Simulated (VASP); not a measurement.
Crystal: B.

```xyz
12
Lattice="2.4540 1.4168 4.1885 -2.4540 1.4168 4.1885 0.0000 -2.8336 4.1885" Properties=species:S:1:pos:R:3 pbc="T T T"
B    -1.5875    0.9165    2.8402
B     0.0000   -1.8331    2.8402
B     1.5875    0.9165    2.8402
B     1.5875   -0.9165    9.7254
B     0.0000    1.8331    9.7254
B    -1.5875   -0.9165    9.7254
B    -1.0103    0.5833    4.4964
B     0.0000   -1.1666    4.4964
B     1.0103    0.5833    4.4964
B     1.0103   -0.5833    8.0692
B     0.0000    1.1666    8.0692
B    -1.0103   -0.5833    8.0692
```

* Program: VASP 6.6.1
* Task: relaxation of cell and atoms
* Functional: PBE
* Potentials or basis: VASP PAW PBE potentials, release 64 (B)
* Cutoff: 600 eV
* k mesh: 8 × 8 × 8
* Occupations: gaussian, width 0.05 eV
* Spin: no spin polarisation

At the start: pressure -0.3 GPa; volume 7.28 Å³/atom.

How do energy, volume and symmetry change on relaxing?

Over 8 steps the energy falls by 4.1 meV/atom and the volume is 7.24 Å³/atom (-0.5 %); space group R-3m (No. 166, to 0.05 Å).

Step by step:
```
step  energy change (eV)  largest force (eV/Å)  pressure (GPa)  volume (Å³)
   1              0.0000                0.8625           -0.26        87.38
   2              0.0590                1.4291           -1.31        87.23
   3             -0.0469                0.0785           -0.93        87.32
   4             -0.0491                0.0474            0.25        86.84
   5             -0.0492                0.0282            0.01        86.94
   6             -0.0494                0.0107           -0.02        86.92
   7             -0.0494                0.0109           -0.02        86.92
   8             -0.0494                0.0080            0.00        86.91
```

Final structure:
```
CELL_PARAMETERS angstrom
2.44933 1.41412 4.18194
-2.44933 1.41412 4.18194
0.00000 -2.82825 4.18194
ATOMIC_POSITIONS crystal
B 0.01030 0.65397 0.01030
B 0.01030 0.01030 0.65397
B 0.65397 0.01030 0.01030
B 0.98970 0.34603 0.98970
B 0.98970 0.98970 0.34603
B 0.34603 0.98970 0.98970
B 0.22109 0.63050 0.22109
B 0.22109 0.22109 0.63050
B 0.63050 0.22109 0.22109
B 0.77891 0.36950 0.77891
B 0.77891 0.77891 0.36950
B 0.36950 0.77891 0.77891
```
